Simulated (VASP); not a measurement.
# As (P6/mmm) in VASP: a series of runs

As is run at these levels: r2SCAN, BLYP, PBEsol; tasks: single point, relaxation of cell and atoms.

Program: VASP 6.6.1. These are calculated values, not measurements. Logs are shortened: lines on timing, memory, paths and dates and some standing lists are left out, and cuts for length are marked.

### 1 The cell of the first run

Symmetry: P6/mmm, No. 191, hexagonal system. Conventional cell: a = 4.566 Å, b = 4.566 Å, c = 2.834 Å, α = 90.00°, β = 90.00°, γ = 120.00°. As (site symmetry -6m2) has 5 As at 2.64 to 2.83 Å within 3.5 Å.

This isn't the form of As at room conditions, which is rhombohedral.

### 2 Single point, r2SCAN

Contents of POSCAR:

```
As
1.0
    4.5664000000      0.0000000000      0.0000000000
   -2.2832000000      3.9546200000      0.0000000000
    0.0000000000      0.0000000000      2.8337400000
As
2
Direct
    0.3333300000      0.6666700000      0.0000000000
    0.6666700000      0.3333300000      0.0000000000
```

Contents of INCAR.step1:

```
SYSTEM = As
PREC = Accurate
ENCUT = 520
ISMEAR = -1
SIGMA = 0.05
LREAL = .False.
LASPH = .True.
NELM = 100
NBANDS = 12
GGA = PE
ALGO = Normal
EDIFF = 1E-4
LWAVE = .True.
LCHARG = .False.
```

Contents of INCAR.step2:

```
SYSTEM = As
PREC = Accurate
ENCUT = 520
EDIFF = 1E-7
ISMEAR = -1
SIGMA = 0.05
LREAL = .False.
LASPH = .True.
NELM = 100
ALGO = Normal
ISIF = 2
LWAVE = .False.
LCHARG = .True.
METAGGA = R2SCAN
LMIXTAU = .True.
LELF = .True.
LVHAR = .True.
NBANDS = 12
ISTART = 1
```

Contents of KPOINTS:

```
regular mesh
0
Gamma
  7 7 9
  0 0 0
```

Potentials or basis: VASP PAW PBE potentials, release 64 (As).

Started as:

```sh
$ cat potpaw_PBE.64/As/POTCAR > POTCAR
$ cp INCAR.step1 INCAR
$ mpirun -np 1 vasp_std > vasp.out
$ cp INCAR.step2 INCAR
$ mpirun -np 1 vasp_std > vasp.out
```

OUTCAR:

```text
SYSTEM = As
   PREC = Accurate
   ENCUT = 520
   EDIFF = 1E-7
   ISMEAR = -1
   LREAL = .False.
   LASPH = .True.
   NELM = 100
   ISIF = 2
   METAGGA = R2SCAN
   ISTART = 1

 ion  position               nearest neighbor table
   1  0.333  0.667  0.000-   2 2.64   2 2.64   2 2.64
   2  0.667  0.333  0.000-   1 2.64   1 2.64   1 2.64

  LATTYP: Found a hexagonal cell.
 ALAT       =     4.5664000000
 C/A-ratio  =     0.6205632446

  Lattice vectors:

 A1 = (   4.5664000000,   0.0000000000,   0.0000000000)
 A2 = (  -2.2832000000,   3.9546200000,   0.0000000000)
 A3 = (   0.0000000000,   0.0000000000,   2.8337400000)

Analysis of symmetry for initial positions (statically):
=====================================================================
 Subroutine PRICEL returns:
 Original cell was already a primitive cell.

 Routine SETGRP: Setting up the symmetry group for a
 hexagonal supercell.

 Subroutine GETGRP returns: Found  8 space group operations
 (whereof  8 operations were pure point group operations)
 out of a pool of 24 trial point group operations.

The static configuration has the point symmetry D_2h.

Analysis of symmetry for dynamics (positions and initial velocities):
=====================================================================
 Subroutine PRICEL returns:
 Original cell was already a primitive cell.

 Routine SETGRP: Setting up the symmetry group for a
 hexagonal supercell.

 Subroutine GETGRP returns: Found  8 space group operations
 (whereof  8 operations were pure point group operations)
 out of a pool of 24 trial point group operations.

The dynamic configuration has the point symmetry D_2h.

 Subroutine INISYM returns: Found  8 space group operations
 (whereof  8 operations are pure point group operations),
 and found     1 'primitive' translations

----------------------------------------------------------------------------------------

                                     Primitive cell

  volume of cell :      51.1727

  direct lattice vectors                    reciprocal lattice vectors
     4.566400000  0.000000000  0.000000000     0.218990890  0.126434398  0.000000000
    -2.283200000  3.954620000  0.000000000     0.000000000  0.252868796  0.000000000
     0.000000000  0.000000000  2.833740000     0.000000000  0.000000000  0.352890526

  length of vectors
     4.566400000  4.566401382  2.833740000     0.252868873  0.252868796  0.352890526

  position of ions in fractional coordinates (direct lattice)
     0.333330000  0.666670000  0.000000000
     0.666670000  0.333330000  0.000000000

  ion indices of the primitive-cell ions
   primitive index   ion index
                 1           1
                 2           2

----------------------------------------------------------------------------------------

 KPOINTS: regular mesh

Automatic generation of k-mesh.
 Grid dimensions read from file:
 generate k-points for:    7    7    9

 Generating k-lattice:

  Cartesian coordinates                     Fractional coordinates (reciprocal lattice)
     0.031284413  0.018062057  0.000000000     0.142857143 -0.000000000  0.000000000
     0.000000000  0.036124114  0.000000000     0.000000000  0.142857143  0.000000000
     0.000000000  0.000000000  0.039210058     0.000000000  0.000000000  0.111111111

  Length of vectors
     0.036124125  0.036124114  0.039210058

  Shift w.r.t. Gamma in fractional coordinates (k-lattice)
     0.000000000  0.000000000  0.000000000

 Subroutine IBZKPT returns following result:
 ===========================================

 Found     80 irreducible k-points:

 Following reciprocal coordinates:
            Coordinates               Weight
  0.000000  0.000000  0.000000      1.000000
  0.142857 -0.000000  0.000000      4.000000
 -0.142857  0.142857  0.000000      2.000000
  0.285714 -0.000000  0.000000      4.000000
 -0.285714  0.285714  0.000000      2.000000
  0.428571 -0.000000  0.000000      4.000000
[... 16 lines left out ...]
 -0.428571  0.428571  0.111111      4.000000
  0.142857  0.142857  0.111111      4.000000
 [... further k-points ...]
   k-points           NKPTS =     80   k-points in BZ     NKDIM =     80   number of bands    NBANDS=     12
   number of dos      NEDOS =    301   number of ions     NIONS =      2
   total plane-waves  NPLWV =  31104
   dimension x,y,z NGX =    36 NGY =   36 NGZ =   24
   dimension x,y,z NGXF=    72 NGYF=   72 NGZF=   48
   ions per type =               2
   NGX,Y,Z   is equivalent  to a cutoff of  13.11, 13.11, 14.08 a.u.
   NGXF,Y,Z  is equivalent  to a cutoff of  26.21, 26.21, 28.16 a.u.
 SYSTEM =  As
   PREC   = accura    normal or accurate (medium, high low for compatibility)
   ISTART =      1    job   : 0-new  1-cont  2-samecut
   ICHARG =      0    charge: 1-file 2-atom 10-const
   ISPIN  =      1    spin polarized calculation?
   LNONCOLLINEAR =      F non collinear calculations
   LSORBIT =      F    spin-orbit coupling
   LASPH  =      T    aspherical Exc in radial PAW
   ENCUT  =  520.0 eV  38.22 Ry    6.18 a.u.   8.49  8.49  5.27*2*pi/ulx,y,z
   NELM   =    100;   NELMIN=  2; NELMDL=  0     # of ELM steps
   EDIFF  = 0.1E-06   stopping-criterion for ELM
   LREAL  =      F    real-space projection
   EDIFFG = 0.1E-05   stopping-criterion for IOM
   NSW    =      0    number of steps for IOM
   IBRION =     -1    ionic relax: 0-MD 1-quasi-New 2-CG
   NFREE  =      0    steps in history (QN), initial steepest desc. (CG)
   ISIF   =      2    stress and relaxation
   ISYM   =      2    0-nonsym 1-usesym 2-fastsym
   POTIM  = 0.5000    time-step for ionic-motion
   TEBEG  =    0.0;   TEEND  =   0.0 temperature during run
   PSTRESS=    0.0 pullay stress
   NELECT =      10.0000    total number of electrons
   NUPDOWN=      -1.0000    fix difference up-down
   EMIN   =  10.00;   EMAX   =-10.00  energy-range for DOS
   EFERMI =   0.00;   METHOD = LEGACY
   ISMEAR =    -1;   SIGMA  =   0.05  broadening in eV -4-tet -1-fermi 0-gaus
   EFERMI_NEDOS =   21; number of points for ismear=-14 and -15
   IALGO  =     38    algorithm
   IMIX   =      4    mixing-type and parameters
     AMIX     =   0.40;   BMIX     =  1.00
     AMIX_MAG =   1.60;   BMIX_MAG =  1.00
  volume/ion in A,a.u.               =      25.59       172.67
  Fermi-wavevector in a.u.,A,eV,Ry     =   0.950011  1.795260 12.279540  0.902521
  Thomas-Fermi vector in A             =   2.078348
   LORBIT       =      0    0 simple, 1 ext, 2 COOP (PROOUT), +10 PAW based schemes
   METAGGA = R2SCAN    functional components
   LHFCALC =     F    Hartree Fock is set to
   AEXX    =    0.0000 exact exchange contribution
   IVDW    =     0    specifies the selected vdW correction
   LEPSILON=     F    determine dielectric tensor
   LRPA    =     F    only Hartree local field effects (RPA)
 non-spin polarized calculation
  energy-cutoff  :      520.00
  volume of cell :       51.17
 maximum number of plane-waves:      1402
 NGX is ok and might be reduce to    36
   NGX = 17   NGY = 17   NGZ = 11

 number of electron       9.9999998 magnetization

 Free energy of the ion-electron system (eV)
  ---------------------------------------------------
  ext. energy  EPLUGINS =         0.00000000
  ---------------------------------------------------
  free energy    TOTEN  =       -28.84647653 eV

  energy without entropy =      -28.84152563  energy(sigma->0) =      -28.84400108

 E-fermi :   3.6650     XC(G=0):  -9.4784

 val. band max:        3.5666562793   @ k =  -0.1429   0.4286   0.4444
 cond. band min:       3.7412766647   @ k =  -0.1429   0.2857   0.0000
 fundamental gap:      0.1746203854
 Fermi energy:         3.6649939010

 k-point     1 :       0.0000    0.0000    0.0000
  band No.  band energies     occupation
      1     -11.1629      2.00000
      2      -5.2018      2.00000
      3      -0.7644      2.00000
      4      -0.7640      2.00000
      5       3.7983      0.13004
      6       3.7988      0.12887
      7       7.0950      0.00000
      8       8.5492      0.00000
      9      11.2303      0.00000
     10      12.6118      0.00000
     11      18.7043      0.00000
     12      18.7045      0.00000

 k-point     2 :       0.1429   -0.0000    0.0000
  band No.  band energies     occupation
      1     -11.0089      2.00000
      2      -5.8251      2.00000
      3      -0.9850      2.00000
      4      -0.2472      2.00000
      5       3.7575      0.27189
      6       4.3569      0.00000
      7       7.2267      0.00000
      8       9.3919      0.00000
      9      10.9501      0.00000
     10      12.7039      0.00000
     11      16.7500      0.00000
     12      17.3435      0.00000

 k-point     3 :      -0.1429    0.1429    0.0000
  band No.  band energies     occupation
      1     -11.0089      2.00000
      2      -5.8250      2.00000
      3      -0.9852      2.00000
      4      -0.2471      2.00000
      5       3.7572      0.27326
      6       4.3572      0.00000
      7       7.2267      0.00000
      8       9.3919      0.00000
      9      10.9501      0.00000
     10      12.7039      0.00000
     11      16.7501      0.00000
     12      17.3435      0.00000

 k-point     4 :       0.2857   -0.0000    0.0000
  band No.  band energies     occupation
      1     -10.5684      2.00000
      2      -7.0274      2.00000
      3      -1.3829      2.00000
      4       0.3526      2.00000
      5       4.3671      0.00000
      6       5.7055      0.00000
      7       7.5976      0.00000
      8      10.2752      0.00000
      9      10.9536      0.00000
     10      12.8888      0.00000
     11      14.5832      0.00000
     12      14.7338      0.00000

 k-point     5 :      -0.2857    0.2857    0.0000
  band No.  band energies     occupation
      1     -10.5685      2.00000
      2      -7.0272      2.00000
      3      -1.3831      2.00000
      4       0.3526      2.00000
      5       4.3670      0.00000
      6       5.7057      0.00000
      7       7.5975      0.00000
      8      10.2753      0.00000
      9      10.9537      0.00000
     10      12.8888      0.00000
     11      14.5832      0.00000
     12      14.7339      0.00000
[... 228 lines left out ...]
      1     -10.3641      2.00000
      2      -6.8200      2.00000
      3      -1.2011      2.00000
      4       0.5437      2.00000
      5       4.5420      0.00000
      6       5.6140      0.00000
      7       5.8938      0.00000
      8       8.5701      0.00000
      9      11.1910      0.00000
     10      13.9467      0.00000
     11      14.8593      0.00000
     12      16.0137      0.00000

 k-point    22 :       0.4286   -0.0000    0.1111
  band No.  band energies     occupation
      1      -9.7785      2.00000
      2      -7.8726      2.00000
      3      -1.4587      2.00000
      4       0.6526      2.00000
      5       5.7317      0.00000
      6       6.3637      0.00000
      7       7.3291      0.00000
      8       7.7527      0.00000
      9      10.2815      0.00000
     10      12.7556      0.00000
     11      15.3821      0.00000
     12      16.3147      0.00000

 k-point    23 :      -0.4286    0.4286    0.1111
  band No.  band energies     occupation
      1      -9.7786      2.00000
      2      -7.8723      2.00000
      3      -1.4588      2.00000
      4       0.6524      2.00000
      5       5.7316      0.00000
      6       6.3636      0.00000
      7       7.3293      0.00000
      8       7.7529      0.00000
      9      10.2818      0.00000
     10      12.7557      0.00000
     11      15.3820      0.00000
     12      16.3160      0.00000

 k-point    24 :       0.1429    0.1429    0.1111
  band No.  band energies     occupation
      1     -10.5050      2.00000
      2      -6.4865      2.00000
      3      -1.2530      2.00000
      4       0.7278      2.00000
      5       3.9353      0.00893
      6       5.4801      0.00000
      7       5.7026      0.00000
      8       8.7989      0.00000
      9      10.8118      0.00000
     10      13.9896      0.00000
     11      15.7925      0.00000
     12      16.4836      0.00000

 [... further k-points ...]

------------------------ aborting loop because EDIFF is reached ----------------------------------------

  FORCE on cell =-STRESS in cart. coord.  units (eV):
  Direction    XX          YY          ZZ          XY          YZ          ZX
  --------------------------------------------------------------------------------------
  -------------------------------------------------------------------------------------
  Total       -0.8696526     -0.8694860      0.0969455      0.0001448      0.0000000      0.0000000
  in kB      -27.2281196    -27.2229054      3.0352855      0.0045347      0.0000000      0.0000000
  external PRESSURE =     -17.1385798 kB  Pullay stress =       0.0000000 kB

 VOLUME and BASIS-vectors are now :
 -----------------------------------------------------------------------------
  energy-cutoff  :      520.00
  volume of cell :       51.17
      direct lattice vectors                 reciprocal lattice vectors
     4.566400000  0.000000000  0.000000000     0.218990890  0.126434398  0.000000000
    -2.283200000  3.954620000  0.000000000     0.000000000  0.252868796  0.000000000
     0.000000000  0.000000000  2.833740000     0.000000000  0.000000000  0.352890526

 POSITION                                       TOTAL-FORCE (eV/Angst)
 -----------------------------------------------------------------------------------
     -0.00002      2.63643      0.00000         0.000169     -0.000098     -0.000000
      2.28322      1.31819      0.00000        -0.000169      0.000098      0.000000
 -----------------------------------------------------------------------------------
    total drift:                                0.000000      0.000000      0.000000

  FREE ENERGIE OF THE ION-ELECTRON SYSTEM (eV)
  ---------------------------------------------------
  free  energy   TOTEN  =       -28.8464765344 eV

  energy  without entropy=      -28.8415256322  energy(sigma->0) =      -28.84400108
```

Wall time 3.5 min (1 thread of Intel Xeon 8259CL, shared host); peak memory 0.2 GiB.

Results:

* Free energy: -28.8465 eV
* Pressure: -1.7 GPa
* Band gap on the k mesh: zero (bands 5 and 6 overlap by 3.73 eV)

Levels at points of the mesh, in eV from the Fermi level:
```
           k point  band 2  band 3  band 4  band 5  band 6  band 7  band 8  band 9
(0.00, 0.00, 0.00)   -8.87   -4.43   -4.43    0.13    0.13    3.43    4.88    7.57
```

Caveat: the PAW data sets were made with another functional, which shifts forces and pressure a little.

### 3 Relaxation of cell and atoms, BLYP

Contents of INCAR:

```
  PREC = Accurate
  ENCUT = 600
  EDIFF = 1E-7
  ISMEAR = -1
  SIGMA = 0.05
  LREAL = False
  LASPH = True
  NELM = 60
  ALGO = Normal
  ISIF = 3
  LWAVE = False
  LCHARG = False
  GGA = B5
  ALDAX = 1.0
  AGGAX = 1.0
  AGGAC = 1.0
  ALDAC = 0.0
  IBRION = 2
  NSW = 60
  EDIFFG = -0.01
```

Contents of KPOINTS:

```
regular mesh
0
Gamma
  7 7 9
```

POSCAR is that of step 2.

Potentials or basis: VASP PAW PBE potentials, release 64 (As).

Started as:

```sh
$ cat potpaw_PBE.64/As/POTCAR > POTCAR
$ mpirun -np 1 vasp_std > vasp.out
```

Run time: 3.4 min. Hardware: 1 thread of Intel Xeon 8259CL, shared host; peak memory 0.21 GiB.

The run converged. Its results:

* Free energy: -7.6639 eV
* Relaxed volume: 27.57 Å³/atom
* Relaxed cell: a = 4.651 Å, b = 4.651 Å, c = 2.943 Å, α = 90.00°, β = 90.00°, γ = 120.00°
* Space group after relaxing (to 0.1 Å): P6/mmm (No. 191)
* Energy gained by relaxing: 28.3 meV/atom
* Ionic steps: 5
* Pressure after relaxing: 0.0 GPa
* Band gap on the k mesh: zero (bands 5 and 6 overlap by 3.28 eV)

Stress tensor (GPa, compression positive):
```
-0.04  0.00  0.00
 0.00 -0.04  0.00
 0.00  0.00  0.05
```

Step by step:
| step | energy change (eV) | largest force (eV/Å) | pressure (GPa) | volume (Å³) |
| --- | --- | --- | --- | --- |
| 1 | 0.0000 | 0.0003 | 4.25 | 51.17 |
| 2 | -0.0518 | 0.0001 | -0.98 | 56.35 |
| 3 | -0.0565 | 0.0001 | 0.05 | 55.08 |
| 4 | -0.0565 | 0.0001 | -0.02 | 55.16 |
| 5 | -0.0565 | 0.0000 | -0.01 | 55.14 |

Final structure:
```
As
1.0
     4.65103    0.00003    0.00000
    -2.32549    4.02792    0.00000
     0.00000    0.00000    2.94311
As
2
Cartesian
  0.0000 2.6853 0.0000
  2.3255 1.3427 0.0000
```

Levels at points of the mesh, in eV from the Fermi level:
| k point | band 2 | band 3 | band 4 | band 5 | band 6 | band 7 | band 8 | band 9 |
| --- | --- | --- | --- | --- | --- | --- | --- | --- |
| (0.00, 0.00, 0.00) | -8.36 | -3.60 | -3.60 | 0.53 | 0.53 | 2.79 | 5.14 | 6.29 |

Caveat: the PAW data sets were made with another functional, which shifts forces and pressure a little.

### 4 Single point, PBEsol

This run uses another cell than the first one, of 24.30 Å³/atom.

Contents of INCAR:

```
ALGO     = Normal         # electronic algorithm
EDIFF    = 1E-6           # SCF threshold, eV
ENCUT    = 510            # plane-wave cutoff, eV
GGA      = PS             # functional
GGA_COMPAT= F            
ISIF     = 2              # what is computed and relaxed
ISMEAR   = -1             # smearing method
LASPH    = T              # aspherical terms in the spheres
LCHARG   = F              # write CHGCAR
LREAL    = F              # projectors in reciprocal space
LWAVE    = F              # write WAVECAR
NBANDS   = 22             # bands
NELM     = 120            # most SCF steps
PREC     = Accurate       # precision mode
SIGMA    = 0.05           # smearing width, eV
```

Contents of KPOINTS:

```
k-points
0
Gamma
  7 7 9
```

Contents of POSCAR:

```
As
1.0
    4.4774812298      0.0000000000      0.0000000000
   -2.2387406149      3.8776124900      0.0000000000
    0.0000000000      0.0000000000      2.7987549163
As
2
Direct
    0.3333333333      0.6666666667      0.0000000000
    0.6666666667      0.3333333333      0.0000000000
```

Potentials or basis: VASP PAW PBE potentials, release 64 (As_d).

Started as:

```sh
$ cat potpaw_PBE.64/As_d/POTCAR > POTCAR
$ mpirun -np 1 vasp_std > vasp.out
```

It took 18 s on 1 thread of Intel Xeon 6975P-C (Granite Rapids), shared host; peak memory 0.18 GiB.

Results (log left out):

* Free energy: -9.7808 eV
* Pressure: 0.1 GPa
* Band gap on the k mesh: zero (bands 15 and 16 overlap by 3.67 eV)

Levels at points of the mesh, in eV from the Fermi level:
```csv
k point,band 12,band 13,band 14,band 15,band 16,band 17,band 18,band 19
"(0.00, 0.00, 0.00)",-8.42,-4.40,-4.40,0.03,0.03,3.33,4.48,7.60
```

Caveat: the PAW data sets were made with another functional, which shifts forces and pressure a little.

### 5 Summary

| task | level | potentials or basis | cell | cutoff (eV) | gap on the mesh (eV) | pressure (GPa) |
| --- | --- | --- | --- | --- | --- | --- |
| single point | r2SCAN | VASP PAW PBE potentials, release 64 (As) | a = 4.566, b = 4.566, c = 2.834 Å, angles 90.0, 90.0, 120.0°, 2 atoms | 520 | none | -1.7 |
| relaxation of cell and atoms | BLYP | VASP PAW PBE potentials, release 64 (As) | relaxed from a = 4.566, b = 4.566, c = 2.834 Å, angles 90.0, 90.0, 120.0°, 2 atoms | 600 | none | 0.0 |
| single point | PBEsol | VASP PAW PBE potentials, release 64 (As_d) | a = 4.477, b = 4.477, c = 2.799 Å, angles 90.0, 90.0, 120.0°, 2 atoms | 510 | none | 0.1 |

Alike in all rows: no spin polarisation; k mesh 7 × 7 × 9; smearing fermi-dirac 0.05 eV.

Caveats: the PAW data sets were made with another functional, which shifts forces and pressure a little.

Total energies depend on the potentials used, so only differences within one code and one set of settings carry meaning.

The gap in the log of VASP goes by the Fermi energy; the results here count the filled bands.